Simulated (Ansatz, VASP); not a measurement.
## Two plane-wave programs on TaN

File INCAR:

```
ALGO = Normal
EDIFF = 1E-6
ENCUT = 520
GGA = PE
ISIF = 2
ISMEAR = 0
LASPH = True
LCHARG = False
LREAL = False
LWAVE = False
NBANDS = 33
NELM = 100
PREC = Accurate
SIGMA = 0.1
```

KPOINTS

```
k-points
0
Gamma
  7 5 20
```

POSCAR

```
TaN
1.0
    5.0976112908     -0.0000003411     -0.0015355977
   -0.0000004824      7.2091106387     -0.0032030694
   -2.5493109102     -0.0007450638      1.7086380752
Ta N
3 3
Direct
    0.3333333333      0.1666666667      0.0000000000
    0.6666666667      0.8333333333      0.0000000000
    0.0000000000      0.5000000000      0.0000000000
    0.0000000000      0.0000000000      0.0000000000
    0.3333333333      0.6666666667      0.0000000000
    0.6666666667      0.3333333333      0.0000000000
```

Input for Ansatz:

```yaml
crystal:
  lattice:
    - [5.0976112908, -3.411e-07, -0.0015355977]
    - [-4.824e-07, 7.2091106387, -0.0032030694]
    - [-2.5493109102, -0.0007450638, 1.7086380752]
  atoms:
    - { symbol: Ta, position: [0.3333333333, 0.1666666667, 0.0] }
    - { symbol: Ta, position: [0.6666666667, 0.8333333333, 0.0] }
    - { symbol: Ta, position: [0.0, 0.5, 0.0] }
    - { symbol: "N", position: [0.0, 0.0, 0.0] }
    - { symbol: "N", position: [0.3333333333, 0.6666666667, 0.0] }
    - { symbol: "N", position: [0.6666666667, 0.3333333333, 0.0] }
basis:
  ecutwfc: 420
kpoints:
  mp_grid: { grid: [7, 5, 20] }
hamiltonian:
  xc: pbe
scf:
  occupations: { method: gaussian, width: 0.1 }
output:
  forces: true
  stress: true
  eigenvalues: true
  write_density: true
  write_potential: true
  elf: true
  volumetric_format: npy
```

Change from the starting cell: band edges of the strained film's bulk.

Alike in both runs: task single point; functional PBE; k mesh 7 × 5 × 20; occupations gaussian, width 0.1 eV; no spin polarisation.

|  | VASP | Ansatz |
| --- | --- | --- |
| version | VASP 6.6.1 | Ansatz 0.2.0 |
| potentials or method | VASP PAW PBE potentials, release 64 (Ta_pv, N), cutoff 520 eV | scalar-relativistic, plane waves, PAW |
| valence electrons in the cell | 48 | 54 |

Ansatz gave:

| Item | Value |
| --- | --- |
| gap on the k mesh at the Fermi level (eV) | none |
| pressure (GPa) | 16.1 |
| traceless stress, the component that is largest in VASP (GPa) | 20.08 |

Question: What did VASP give for the same quantities?

Answer: gap on the k mesh at the Fermi level (eV): none; pressure (GPa): 17.0; traceless stress, the component that is largest in VASP (GPa): 20.34.

A gap of «none» marks a metal or a gap that the smearing closes. VASP's potentials hold 48 valence electrons a cell and Ansatz's 54, so a difference there can come from the potentials and not from the codes.

Spin-orbit coupling is off throughout.
